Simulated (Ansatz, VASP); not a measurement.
## In2O3 in VASP and in Ansatz

```xyz
10
Lattice="2.7617 1.5945 4.8687 -2.7617 1.5945 4.8687 0.0000 -3.1889 4.8687" Properties=species:S:1:pos:R:3 pbc="T T T"
In    0.0000    0.0000    5.2228
In    0.0000    0.0000    2.0802
In    0.0000    0.0000    9.3833
In    0.0000    0.0000   12.5259
O    -1.1263    1.5945    8.5202
O    -0.8177   -1.7726    8.5202
O     1.9440    0.1781    8.5202
O     1.1263   -1.5945    6.0859
O     0.8177    1.7726    6.0859
O    -1.9440   -0.1781    6.0859
```

Change from the starting cell: volume scaled by 1.02, ions relaxed.

Alike in both runs: functional PBE; k mesh 7 × 7 × 7; occupations fermi-dirac, width 0.02 eV; no spin polarisation.

Ansatz relaxed the structure, and its values are those at the end. VASP's run is a single point on that final structure, the one shown.

|  | VASP | Ansatz |
| --- | --- | --- |
| version | VASP 6.6.1 | Ansatz 0.2.0 |
| potentials or method | VASP PAW PBE potentials, release 64 (In_d, O) | plane-wave PAW, scalar-relativistic |
| plane-wave cutoff (eV) | 520 | 420 |
| valence electrons in the cell | 88 | 88 |

VASP gave:

- gap on the k mesh at the Fermi level (eV): 1.15
- pressure (GPa): 5.2
- rms of the force components (eV/Å): 0.002

Question: What did Ansatz give for the same quantities?

Answer: gap on the k mesh at the Fermi level (eV): 1.16; pressure (GPa): 4.7; rms of the force components (eV/Å): 0.005.

Ansatz's warnings: stress scf threshold loose.
